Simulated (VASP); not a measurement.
# Al2O3 (R-3c) in VASP: vibrations by perturbation theory with PBEsol

Aim: the vibrations by perturbation theory of Al2O3 with PBEsol.

All numbers are computed with VASP 6.6.1; they aren't measurements. Logs are shortened: lines on timing, memory, paths and dates and some standing lists are left out, and cuts for length are marked.

## 1. The cell of the first run

Symmetry: R-3c, No. 167, trigonal system. Conventional cell: a = 4.774 Å, b = 4.774 Å, c = 13.015 Å, α = 90.00°, β = 90.00°, γ = 120.00°. Within 2.5 Å of Al (site symmetry 3) lie 6 O at 1.86 to 1.97 Å. Within 2.9 Å of O (site symmetry 2) lie 4 Al at 1.86 to 1.97 Å and 12 O at 2.53 to 2.88 Å.

## 2. Vibrations by perturbation theory, PBEsol

Input file INCAR:

```
PREC = Accurate
ENCUT = 520
EDIFF = 1E-8
ISMEAR = 0
SIGMA = 0.01
LREAL = False
LASPH = True
NELM = 100
ALGO = Normal
ISIF = 2
LWAVE = False
LCHARG = False
GGA = PS
IBRION = 8
NSW = 1
LEPSILON = True
KPAR = 4
```

Input file KPOINTS:

```
regular mesh
0
Gamma
  6 6 6
```

Input file POSCAR:

```
Al2O3
1.0
    2.3869305903      1.3780950188      4.3382851430
   -2.3869305903      1.3780950188      4.3382851430
    0.0000000000     -2.7561900377      4.3382851430
Al O
4 6
Direct
    0.1479209718      0.1479209718      0.1479209718
    0.3520790282      0.3520790282      0.3520790282
    0.6479209718      0.6479209718      0.6479209718
    0.8520790282      0.8520790282      0.8520790282
    0.9441401457      0.5558598543      0.2500000000
    0.4441401457      0.7500000000      0.0558598543
    0.5558598543      0.2500000000      0.9441401457
    0.2500000000      0.9441401457      0.5558598543
    0.7500000000      0.0558598543      0.4441401457
    0.0558598543      0.4441401457      0.7500000000
```

Potentials or basis: VASP PAW PBE potentials, release 64 (Al, O).

Launch:

```sh
$ cat potpaw_PBE.64/Al/POTCAR potpaw_PBE.64/O/POTCAR > POTCAR
$ mpirun -np 4 vasp_std > vasp.out
```

OUTCAR:

```text
PREC = Accurate
   ENCUT = 520
   EDIFF = 1E-8
   ISMEAR = 0
   LREAL = False
   LASPH = True
   NELM = 100
   ISIF = 2
   GGA = PS
   IBRION = 8
   NSW = 1
   LEPSILON = True

 ion  position               nearest neighbor table
   1  0.148  0.148  0.148-   9 1.86  10 1.86   6 1.86   7 1.97   8 1.97   5 1.97   2 2.66   4 2.80
                             4 2.80   4 2.80   2 3.23   2 3.23   2 3.23
   2  0.352  0.352  0.352-   6 1.86  10 1.86   9 1.86   8 1.97   7 1.97   5 1.97   1 2.66   3 2.80
                             3 2.80   3 2.80   1 3.23   1 3.23   1 3.23
   3  0.648  0.648  0.648-   7 1.86   5 1.86   8 1.86   9 1.97   6 1.97  10 1.97   4 2.66   2 2.80
                             2 2.80   2 2.80   4 3.23   4 3.23   4 3.23
   4  0.852  0.852  0.852-   8 1.86   5 1.86   7 1.86   6 1.97   9 1.97  10 1.97   3 2.66   1 2.80
                             1 2.80   1 2.80   3 3.23   3 3.23   3 3.23
   5  0.944  0.556  0.250-   3 1.86   4 1.86   1 1.97   2 1.97
   6  0.444  0.750  0.056-   2 1.86   1 1.86   4 1.97   3 1.97
   7  0.556  0.250  0.944-   3 1.86   4 1.86   1 1.97   2 1.97
   8  0.250  0.944  0.556-   4 1.86   3 1.86   2 1.97   1 1.97
   9  0.750  0.056  0.444-   1 1.86   2 1.86   3 1.97   4 1.97
  10  0.056  0.444  0.750-   1 1.86   2 1.86   3 1.97   4 1.97

  LATTYP: Found a trigonal (rhomboedric) cell.
 ALAT       =     5.1397764062
 COS(alpha) =     0.5686586201

  Lattice vectors:

 A1 = (   2.3869305903,   1.3780950188,   4.3382851430)
 A2 = (  -2.3869305903,   1.3780950188,   4.3382851430)
 A3 = (   0.0000000000,  -2.7561900377,   4.3382851430)

[... 1177 lines left out ...]
  3Y     2.206672    2.294466   -0.000000    0.000807    4.997293    0.000000    0.000944  -19.449727    0.000000   -1.255114   -0.419820   -0.000000    1.413505    3.365002   -1.918768   -0.051948    0.946209   -0.004694   -1.420784    4.156140    1.987456   -0.688785    1.306004   -0.068688    0.160628    1.431489    0.097149   -0.365925    1.372944   -0.092455
  3Z    -0.000000   -0.000000    4.853473   -0.000000    0.000000   -4.524178    0.000000    0.000000  -18.138068    0.000000   -0.000000    8.547226   -1.270428   -1.638086    2.055139   -0.100940    0.003128    1.032044   -0.783411    1.919266    2.055139    2.053838   -0.281179    2.055139    0.053179    0.085852    1.032044    0.047761   -0.088981    1.032044
  4X     4.997293    0.000807    0.000000    2.294466    2.206672   -0.000000   -0.419820   -1.255114    0.000000  -19.449727    0.000944   -0.000000    2.519762   -1.877548    1.187115    1.068939   -0.332124   -0.050668    4.578760    0.224743   -2.255260    1.728624    0.956742    1.068144    1.554219   -0.119549    0.109468    1.127484    0.194428   -0.058799
  4Y    -0.000807    4.997293    0.000000   -2.206672    2.294466   -0.000000    1.255114   -0.419820   -0.000000   -0.000944  -19.449727    0.000000   -1.413505    3.365002   -1.918768   -0.160628    1.431489    0.097149    0.688785    1.306004   -0.068688    1.420784    4.156140    1.987456    0.051948    0.946209   -0.004694    0.365925    1.372944   -0.092455
  4Z     0.000000    0.000000   -4.524178    0.000000   -0.000000    4.853473   -0.000000   -0.000000    8.547226    0.000000    0.000000  -18.138068    1.270428   -1.638086    2.055139   -0.053179    0.085852    1.032044   -2.053838   -0.281179    2.055139    0.783411    1.919266    2.055139    0.100940    0.003128    1.032044   -0.047761   -0.088981    1.032044
  5X     1.129282    0.368982   -0.053012    1.129282   -0.368982    0.053012    2.523731    1.412758   -1.263434    2.523731   -1.412758    1.263434  -17.587788    0.000000    0.000000    0.823076    0.275182    1.762604    4.465710    1.315147   -0.299141    4.465710   -1.315147    0.299141    0.823076   -0.275182   -1.762604   -0.295811   -0.000000    0.000000
  5Y     0.196997    1.371637   -0.088472   -0.196997    1.371637   -0.088472    1.874927    3.364431   -1.637752   -1.874927    3.364431   -1.637752   -0.000000  -18.177021    5.674517    0.300623    0.491014    0.796325    1.492593    2.842319   -0.140314   -1.492593    2.842319   -0.140314   -0.300623    0.491014    0.796325    0.000000    2.038221   -3.534092
  5Z    -0.058025   -0.092601    1.034449    0.058025   -0.092601    1.034449   -1.185632   -1.918942    2.056567    1.185632   -1.918942    2.056567   -0.000000    5.674058  -15.255244    1.570037    1.128718    2.821017   -0.272830   -0.187931   -0.491194    0.272830   -0.187931   -0.491194   -1.570037    1.128718    2.821017    0.000000   -3.532548    4.413565
  6X     4.577865    0.688972   -2.050052    1.730647   -1.417039   -0.786618    1.556124   -0.049440   -0.103125    1.065973   -0.160445   -0.050113    0.823360    0.300459    1.570939  -18.029713    0.255145    4.914276    1.454713   -1.010666   -3.060613    0.324698   -0.012884   -0.191664    2.032380   -0.087709    0.028055    4.463954    1.493607   -0.271086
  6Y     0.226803    1.310297   -0.275290   -0.954870    4.157515    1.913042    0.122544    0.944795   -0.001674   -0.332429    1.434947    0.090146    0.275019    0.490730    1.128297    0.255145  -17.735096   -2.837259   -1.010666    0.287697    1.767046    0.012556    0.989392   -1.924622    0.089737    5.275649    0.329221    1.316161    2.844075   -0.188907
  6Z    -2.254668   -0.067317    2.056567   -1.069036    1.986259    2.056567   -0.109207   -0.003951    1.034449   -0.051182    0.096552    1.034449    1.762517    0.795333    2.821017    4.913878   -2.837029  -15.255244   -3.059276    1.766274    4.413565    0.192480   -1.924051    2.821017   -0.026338    0.330243   -0.491194   -0.299168   -0.142312   -0.491194
  7X     1.065973   -0.160445   -0.050113    1.556124   -0.049440   -0.103125    1.730647   -1.417039   -0.786618    4.577865    0.688972   -2.050052    4.463954    1.493607   -0.271086    1.454713   -1.010666   -3.060613  -18.029713    0.255145    4.914276    2.032380   -0.087709    0.028055    0.324698   -0.012884   -0.191664    0.823360    0.300459    1.570939
  7Y    -0.332429    1.434947    0.090146    0.122544    0.944795   -0.001674   -0.954870    4.157515    1.913042    0.226803    1.310297   -0.275290    1.316161    2.844075   -0.188907   -1.010666    0.287697    1.767046    0.255145  -17.735096   -2.837259    0.089737    5.275649    0.329221    0.012556    0.989392   -1.924622    0.275019    0.490730    1.128297
  7Z    -0.051182    0.096552    1.034449   -0.109207   -0.003951    1.034449   -1.069036    1.986259    2.056567   -2.254668   -0.067317    2.056567   -0.299168   -0.142312   -0.491194   -3.059276    1.766274    4.413565    4.913878   -2.837029  -15.255244   -0.026338    0.330243   -0.491194    0.192480   -1.924051    2.821017    1.762517    0.795333    2.821017
  8X     1.556124    0.049440    0.103125    1.065973    0.160445    0.050113    4.577865   -0.688972    2.050052    1.730647    1.417039    0.786618    4.463954   -1.493607    0.271086    0.324698    0.012884    0.191664    2.032380    0.087709   -0.028055  -18.029713   -0.255145   -4.914276    1.454713    1.010666    3.060613    0.823360   -0.300459   -1.570939
  8Y    -0.122544    0.944795   -0.001674    0.332429    1.434947    0.090146   -0.226803    1.310297   -0.275290    0.954870    4.157515    1.913042   -1.316161    2.844075   -0.188907   -0.012556    0.989392   -1.924622   -0.089737    5.275649    0.329221   -0.255145  -17.735096   -2.837259    1.010666    0.287697    1.767046   -0.275019    0.490730    1.128297
  8Z     0.109207   -0.003951    1.034449    0.051182    0.096552    1.034449    2.254668   -0.067317    2.056567    1.069036    1.986259    2.056567    0.299168   -0.142312   -0.491194   -0.192480   -1.924051    2.821017    0.026338    0.330243   -0.491194   -4.913878   -2.837029  -15.255244    3.059276    1.766274    4.413565   -1.762517    0.795333    2.821017
  9X     1.730647    1.417039    0.786618    4.577865   -0.688972    2.050052    1.065973    0.160445    0.050113    1.556124    0.049440    0.103125    0.823360   -0.300459   -1.570939    2.032380    0.087709   -0.028055    0.324698    0.012884    0.191664    1.454713    1.010666    3.060613  -18.029713   -0.255145   -4.914276    4.463954   -1.493607    0.271086
  9Y     0.954870    4.157515    1.913042   -0.226803    1.310297   -0.275290    0.332429    1.434947    0.090146   -0.122544    0.944795   -0.001674   -0.275019    0.490730    1.128297   -0.089737    5.275649    0.329221   -0.012556    0.989392   -1.924622    1.010666    0.287697    1.767046   -0.255145  -17.735096   -2.837259   -1.316161    2.844075   -0.188907
  9Z     1.069036    1.986259    2.056567    2.254668   -0.067317    2.056567    0.051182    0.096552    1.034449    0.109207   -0.003951    1.034449   -1.762517    0.795333    2.821017    0.026338    0.330243   -0.491194   -0.192480   -1.924051    2.821017    3.059276    1.766274    4.413565   -4.913878   -2.837029  -15.255244    0.299168   -0.142312   -0.491194
 10X     2.523731   -1.412758    1.263434    2.523731    1.412758   -1.263434    1.129282   -0.368982    0.053012    1.129282    0.368982   -0.053012   -0.295811   -0.000000    0.000000    4.465710    1.315147   -0.299141    0.823076    0.275182    1.762604    0.823076   -0.275182   -1.762604    4.465710   -1.315147    0.299141  -17.587788    0.000000    0.000000
 10Y    -1.874927    3.364431   -1.637752    1.874927    3.364431   -1.637752   -0.196997    1.371637   -0.088472    0.196997    1.371637   -0.088472    0.000000    2.038221   -3.534092    1.492593    2.842319   -0.140314    0.300623    0.491014    0.796325   -0.300623    0.491014    0.796325   -1.492593    2.842319   -0.140314   -0.000000  -18.177021    5.674517
 10Z     1.185632   -1.918942    2.056567   -1.185632   -1.918942    2.056567    0.058025   -0.092601    1.034449   -0.058025   -0.092601    1.034449    0.000000   -3.532548    4.413565   -0.272830   -0.187931   -0.491194    1.570037    1.128718    2.821017   -1.570037    1.128718    2.821017    0.272830   -0.187931   -0.491194   -0.000000    5.674058  -15.255244

 Eigenvectors and eigenvalues of the dynamical matrix
   1 f  =   22.020057 THz   138.356099 2PiTHz  734.510041 cm-1    91.067598 meV
   2 f  =   22.020057 THz   138.356099 2PiTHz  734.510041 cm-1    91.067598 meV
   3 f  =   22.001494 THz   138.239462 2PiTHz  733.890832 cm-1    90.990825 meV
   4 f  =   20.264788 THz   127.327421 2PiTHz  675.960581 cm-1    83.808393 meV
   5 f  =   18.830141 THz   118.313268 2PiTHz  628.105907 cm-1    77.875172 meV
   6 f  =   18.530382 THz   116.429821 2PiTHz  618.106994 cm-1    76.635466 meV
[... 19 lines left out ...]
  26 f  =   10.946364 THz    68.778036 2PiTHz  365.131416 cm-1    45.270506 meV
  27 f  =    9.002216 THz    56.562593 2PiTHz  300.281613 cm-1    37.230158 meV
  28 f/i=    0.004162 THz     0.026153 2PiTHz    0.138843 cm-1     0.017214 meV
  29 f/i=    0.004162 THz     0.026153 2PiTHz    0.138843 cm-1     0.017214 meV
  30 f/i=    0.005640 THz     0.035435 2PiTHz    0.188117 cm-1     0.023323 meV

 MACROSCOPIC STATIC DIELECTRIC TENSOR IONIC CONTRIBUTION
 ------------------------------------------------------
           6.230724     0.000000     0.000000
           0.000000     6.230724    -0.000000
           0.000000    -0.000000     8.310189
 ------------------------------------------------------

 ELASTIC MODULI CONTR FROM IONIC RELAXATION (kBar)
 Direction    XX          YY          ZZ          XY          YZ          ZX
 --------------------------------------------------------------------------------
 XX        -371.8110    162.9492    140.0881     -0.0000    115.6028      0.0000
 YY         162.9492   -371.8110    140.0881      0.0000   -115.6028      0.0000
 ZZ         140.0881    140.0881   -212.4840      0.0000      0.0000     -0.0000
 XY          -0.0000      0.0000      0.0000   -267.3914     -0.0000    114.6502
 YZ         115.6028   -115.6028      0.0000     -0.0000   -141.6525     -0.0000
 ZX          -0.0000     -0.0000     -0.0000    114.6502      0.0000   -140.3150
 --------------------------------------------------------------------------------

 PIEZOELECTRIC TENSOR IONIC CONTR  for field in x, y, z        (C/m^2)
          XX          YY          ZZ          XY          YZ          ZX
  --------------------------------------------------------------------------------
  x     0.00000    -0.00000     0.00000     0.00000     0.00000     0.00000
  y    -0.00000    -0.00000    -0.00000    -0.00000     0.00000     0.00000
  z    -0.00000    -0.00000    -0.00000     0.00000    -0.00000     0.00000
```

Wall time 27 min (4 MPI ranks of Oxide Virtual Turin-like, shared host); peak memory 0.73 GiB.

Results:

- Electronic dielectric tensor (diagonal): 3.28, 3.28, 3.24
- Born charges (mean of the diagonal): Al +2.95; O -1.97 e
- Highest phonon frequency at Γ, LO-TO splitting left out: 735 cm⁻¹

Phonon frequencies in cm⁻¹ (negative: imaginary):
```tsv
q point	frequencies
(0.000, 0.000, 0.000)	0 0 0 300 365 365 378 378 385 408 423 423 428 428 436 436 516 561 561 564 564 573 589 618 618 628 676 734 735 735
```

Electronic dielectric tensor:
```
3.28 0.00 0.00
0.00 3.28 0.00
0.00 0.00 3.24
```

Born effective charge tensors (e):
atom 1, Al
```
 2.96 -0.03  0.00
 0.03  2.96  0.00
 0.00  0.00  2.93
```
atom 2, Al
```
 2.96  0.03  0.00
-0.03  2.96  0.00
 0.00  0.00  2.93
```
atom 3, Al
```
 2.96  0.03  0.00
-0.03  2.96  0.00
 0.00  0.00  2.93
```
atom 4, Al
```
 2.96 -0.03  0.00
 0.03  2.96  0.00
 0.00  0.00  2.93
```
atom 5, O
```
-2.07  0.00  0.00
 0.00 -1.87  0.26
 0.00  0.35 -1.95
```
atom 6, O
```
-1.92 -0.09  0.22
-0.09 -2.02 -0.13
 0.30 -0.18 -1.95
```
atom 7, O
```
-1.92 -0.09  0.22
-0.09 -2.02 -0.13
 0.30 -0.18 -1.95
```
atom 8, O
```
-1.92  0.09 -0.22
 0.09 -2.02 -0.13
-0.30 -0.18 -1.95
```
atom 9, O
```
-1.92  0.09 -0.22
 0.09 -2.02 -0.13
-0.30 -0.18 -1.95
```
atom 10, O
```
-2.07  0.00  0.00
 0.00 -1.87  0.26
 0.00  0.35 -1.95
```
